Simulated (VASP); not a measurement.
Ni:

```xyz
2
Lattice="-1.7935 -3.5870 -1.7935 -1.7935 0.0000 -1.7935 1.7935 0.0000 -1.7935" Properties=species:S:1:pos:R:3 pbc="T T T"
Ni    0.0000    0.0000    0.0000
Ni    0.0000   -1.7935   -1.7935
```

Base run:

```yaml
Program: VASP 6.6.1
Functional: PBE
Potentials_or_basis: VASP PAW PBE potentials, release 64 (Ni)
Cutoff: 520 eV
k_mesh: 7 × 12 × 10
Occupations: fermi-dirac, width 0.05 eV
Spin: collinear spin, ferromagnetic start
Starting_moments: "[2.0, 2.0] μB"
```

Its results: pressure -9.7 GPa; net moment 1.32 μB per cell; site moments Ni +0.68 μB.

Q: The run is repeated on the same cell with these changes: spin from collinear spin, ferromagnetic start to collinear spin, antiferromagnetic start; moments at the start from [2.0, 2.0] to [2.0, -2.0]. What comes out?

A: Pressure -10.7 GPa; net moment 0.00 μB per cell; site moments Ni +0.14, -0.14 μB.

Caveats: the cell stands under tension.
